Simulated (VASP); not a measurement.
# GaN (Cmc2_1) in VASP: further runs, part 2 of 2

VASP 6.6.1.

**3. Single point, PBE (strain +0.0450 x Voigt [1, 0, 0, 0, 0, 0])**

INCAR

```
PREC     = Accurate       # precision mode
ENCUT    = 520            # plane-wave cutoff, eV
EDIFF    = 1E-6           # SCF threshold, eV
ISMEAR   = 0              # smearing method
SIGMA    = 0.05           # smearing width, eV
LREAL    = False          # projectors in reciprocal space
LASPH    = True           # aspherical terms in the spheres
NELM     = 60             # most SCF steps
ALGO     = Normal         # electronic algorithm
ISIF     = 2              # what is computed and relaxed
LWAVE    = False          # write WAVECAR
LCHARG   = True           # write CHGCAR
GGA      = PE             # functional
LELF     = True           # ELF
LVHAR    = True         
NBANDS   = 26             # bands
```

KPOINTS

```
regular mesh
0
Gamma
  12 12 6
```

POSCAR

```
GaN
1.0
    3.3230996452      0.0000000000      0.0000000000
   -1.6615498226      2.7539604900      0.0000000000
    0.0000000000      0.0000000000      5.1660000000
Ga N
2 2
Direct
    0.3333333333      0.6666666667      0.0000000000
    0.6666666667      0.3333333333      0.5000000000
    0.3333333333      0.6666666667      0.3750000000
    0.6666666667      0.3333333333      0.8750000000
```

Potentials or basis: VASP PAW PBE potentials, release 64 (Ga_d, N).

Started as:

```sh
$ cat potpaw_PBE.64/Ga_d/POTCAR potpaw_PBE.64/N/POTCAR > POTCAR
$ mpirun -np 1 vasp_std > vasp.out
```

OUTCAR:

```text
PREC = Accurate
   ENCUT = 520
   EDIFF = 1E-6
   ISMEAR = 0
   LREAL = False
   LASPH = True
   NELM = 60
   ISIF = 2
   GGA = PE

 ion  position               nearest neighbor table
   1  0.333  0.667  0.000-   3 1.94   4 1.95   4 2.01   4 2.01
   2  0.667  0.333  0.500-   4 1.94   3 1.95   3 2.01   3 2.01
   3  0.333  0.667  0.375-   1 1.94   2 1.95   2 2.01   2 2.01
   4  0.667  0.333  0.875-   2 1.94   1 1.95   1 2.01   1 2.01

[... 901 lines left out ...]
  Direction    XX          YY          ZZ          XY          YZ          ZX
  --------------------------------------------------------------------------------------
  -------------------------------------------------------------------------------------
  Total       -2.7575160      0.7140206      1.7428493      0.0000000      0.0000000      0.0000000
  in kB      -93.4486748     24.1972395     59.0629239      0.0000000      0.0000000      0.0000000
  external PRESSURE =      -3.3961704 kB  Pullay stress =       0.0000000 kB

 VOLUME and BASIS-vectors are now :
 -----------------------------------------------------------------------------
  energy-cutoff  :      520.00
  volume of cell :       47.28
      direct lattice vectors                 reciprocal lattice vectors
     3.323099645  0.000000000  0.000000000     0.300923868  0.181556708  0.000000000
    -1.661549823  2.753960490  0.000000000     0.000000000  0.363113416  0.000000000
     0.000000000  0.000000000  5.166000000     0.000000000  0.000000000  0.193573364

 POSITION                                       TOTAL-FORCE (eV/Angst)
 -----------------------------------------------------------------------------------
     -0.00000      1.83597      0.00000         0.000000     -0.279799     -0.319841
      1.66155      0.91799      2.58300         0.000000      0.279799     -0.319841
     -0.00000      1.83597      1.93725         0.000000     -0.346459      0.319841
      1.66155      0.91799      4.52025         0.000000      0.346459      0.319841
 -----------------------------------------------------------------------------------
    total drift:                               -0.000000      0.000000     -0.000299

  FREE ENERGIE OF THE ION-ELECTRON SYSTEM (eV)
  ---------------------------------------------------
  free  energy   TOTEN  =       -24.2629187197 eV

  energy  without entropy=      -24.2629187197  energy(sigma->0) =      -24.26291872
```

stdout:

```text
POSCAR found type information on POSCAR GaN
 POSCAR found :  2 types and       4 ions
 scaLAPACK will be used
 LDA part: xc-table for (Slater+PW92), standard interpolation
 POSCAR, INCAR and KPOINTS ok, starting setup
 FFT: planning ... GRIDC
 FFT: planning ... GRID_SOFT
 FFT: planning ... GRID
 WAVECAR not read
 entering main loop
```

Run time: 6.1 min. Hardware: 1 thread of AMD EPYC 7R13, shared host; peak memory 0.27 GiB.

What came out:

| Item | Value |
| --- | --- |
| Free energy | -24.2629 eV |
| Pressure | -0.3 GPa |
| Largest force | 0.472 eV/Å |
| Band gap on the k mesh | 1.63 eV, direct |

Forces on the atoms (eV/Å):
```
Ga   0.000 -0.280 -0.320
Ga   0.000  0.280 -0.320
N    0.000 -0.346  0.320
N    0.000  0.346  0.320
```

Stress tensor (GPa, compression positive):
```
-9.34  0.00  0.00
 0.00  2.42  0.00
 0.00  0.00  5.91
```

Caveat: the cell differs from its parent crystal (strain +0.0450 x Voigt [1, 0, 0, 0, 0, 0]).

**4. Single point, PBE (strain +0.0525 x Voigt [1, 0, 0, 0, 0, 0])**

INCAR

```
PREC     = Accurate       # precision mode
ENCUT    = 520            # plane-wave cutoff, eV
EDIFF    = 1E-7           # SCF threshold, eV
ISMEAR   = 0              # smearing method
SIGMA    = 0.05           # smearing width, eV
LREAL    = F              # projectors in reciprocal space
LASPH    = T              # aspherical terms in the spheres
NELM     = 100            # most SCF steps
ALGO     = Normal         # electronic algorithm
ISIF     = 2              # what is computed and relaxed
LWAVE    = F              # write WAVECAR
LCHARG   = F              # write CHGCAR
GGA      = PE             # functional
NBANDS   = 26             # bands
```

KPOINTS

```
Automatic mesh
0
Gamma
  12 12 6
```

POSCAR: that of step 3 with these lines changed.

```diff
@@ -2,4 +2,4 @@
 1.0
-    3.3230996452      0.0000000000      0.0000000000
-   -1.6615498226      2.7539604900      0.0000000000
+    3.3469496427      0.0000000000      0.0000000000
+   -1.6734748214      2.7539604900      0.0000000000
     0.0000000000      0.0000000000      5.1660000000
```

Started as:

```sh
$ cat potpaw_PBE.64/Ga_d/POTCAR potpaw_PBE.64/N/POTCAR > POTCAR
$ mpirun -np 1 vasp_std > vasp.out
```

Run time: 6 min. Hardware: 1 thread of AMD EPYC 7R13, shared host; peak memory 0.27 GiB.

The run converged. Its results:

| Quantity | Value |
| --- | --- |
| Free energy | -24.2410 eV |
| Pressure | -1.4 GPa |
| Largest force | 0.516 eV/Å |
| Band gap on the k mesh | 1.57 eV, direct |

Forces in eV/Å, atoms in the order of the input:
```
Ga   0.000 -0.311 -0.340
Ga   0.000  0.311 -0.340
N    0.000 -0.389  0.340
N    0.000  0.389  0.340
```

Stress tensor (GPa, compression positive):
```
-11.49   0.00   0.00
  0.00   1.85   0.00
  0.00   0.00   5.49
```

Levels at points of the mesh, in eV from the valence-band top:
| k point | band 16 | band 17 | band 18 | band 19 | band 20 | band 21 |
| --- | --- | --- | --- | --- | --- | --- |
| (0.00, 0.00, 0.00) | -0.17 | -0.07 | 0.00 | 1.57 | 3.64 | 9.02 |
| (0.50, 0.00, 0.00) | -2.62 | -2.16 | -0.83 | 5.00 | 5.40 | 5.99 |
| (0.00, 0.50, 0.00) | -3.07 | -2.23 | -1.17 | 4.15 | 4.89 | 6.20 |
| (0.00, 0.00, 0.50) | -0.72 | -0.55 | -0.55 | 3.79 | 3.79 | 8.33 |
| (0.50, 0.00, 0.50) | -1.87 | -1.74 | -1.74 | 4.36 | 4.36 | 7.55 |
| (0.00, 0.50, 0.50) | -2.21 | -1.75 | -1.75 | 3.98 | 3.98 | 7.49 |

Caveat: the cell differs from its parent crystal (strain +0.0525 x Voigt [1, 0, 0, 0, 0, 0]).

**5. The runs side by side**

```csv
cell,gap on the mesh (eV),pressure (GPa),largest force (eV/Å)
"a = 3.275, b = 3.204, c = 5.166 Å, angles 90.0, 90.0, 120.7°, 4 atoms",1.74,2.0,0.37
"a = 3.323, b = 3.216, c = 5.166 Å, angles 90.0, 90.0, 121.1°, 4 atoms",1.63,-0.3,0.47
"a = 3.347, b = 3.223, c = 5.166 Å, angles 90.0, 90.0, 121.3°, 4 atoms",1.57,-1.4,0.52
```

Alike in all rows: task single point; level PBE; potentials or basis VASP PAW PBE potentials, release 64 (Ga_d, N); no spin polarisation; k mesh 12 × 12 × 6; cutoff (eV) 520; smearing gaussian 0.05 eV.

Total energies depend on the potentials used, so only differences within one code and one set of settings carry meaning.
